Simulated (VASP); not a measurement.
Wanted: the native input for a VASP 6.6.1 run.

```
Task                   : single point
Functional             : PBE
Potentials or basis    : VASP PAW PBE potentials, release 64 (Zn, P)
Cutoff                 : 520 eV
k mesh                 : 5 × 5 × 1
Occupations            : fermi-dirac, width 0.05 eV
Spin                   : no spin polarisation
Dipole correction      : no
Further INCAR settings : ALGO = Normal; EDIFF = 1e-06; NBANDS = 86
```

The structure of Zn12P lies in POSCAR:

```
Zn12P
1.0
    5.3200000000      0.0000000000      0.0000000000
    2.6600000000      4.6072550000      0.0000000000
    0.0000000000      0.0000000000     15.9369600000
Zn P
12 1
Direct
    0.0000000000      0.0000000000      0.0627472241
    0.5000000000      0.0000000000      0.0627472241
   -0.0000000543      0.5000001085      0.0627472241
    0.4999999457      0.5000001085      0.0627472241
   -0.1653706522      0.3235683721      0.2142323881
    0.3422593877      0.3221981418      0.2160803566
   -0.1642619642      0.8283513719      0.2146192875
    0.3353604068      0.8238111413      0.2163726332
    0.0002569321      0.0007846321      0.3677312988
    0.4858968423      0.0278803756      0.3738849818
    0.0301854786      0.4882384413      0.3545796061
    0.4995662124      0.4999803571      0.3949677354
    0.7494496918      0.6816340750      0.4739966091
```

The input as run:

INCAR

```
SYSTEM = Zn12P
PREC = Accurate
ENCUT = 520
EDIFF = 1E-6
ISMEAR = -1
SIGMA = 0.05
LREAL = .False.
LASPH = .True.
NELM = 60
ALGO = Normal
ISIF = 2
LWAVE = .False.
LCHARG = .False.
GGA = PE
NBANDS = 86
```

KPOINTS

```
regular mesh
0
Gamma
  5 5 1
  0 0 0
```

Potentials or basis: VASP PAW PBE potentials, release 64 (Zn, P).

Launch:

```console
$ cat potpaw_PBE.64/Zn/POTCAR potpaw_PBE.64/P/POTCAR > POTCAR
$ mpirun -np 1 vasp_std > vasp.out
```

It gave:

* Largest force: 0.148 eV/Å
* Band gap on the k mesh: zero (an odd number of electrons rules out a gap without spin polarisation)

Caveat: there is no dipole correction, which matters where the two faces differ.

Run time: 25 min on 1 thread of Intel Xeon 8259CL, with other jobs on the host, peak memory 0.65 GiB.
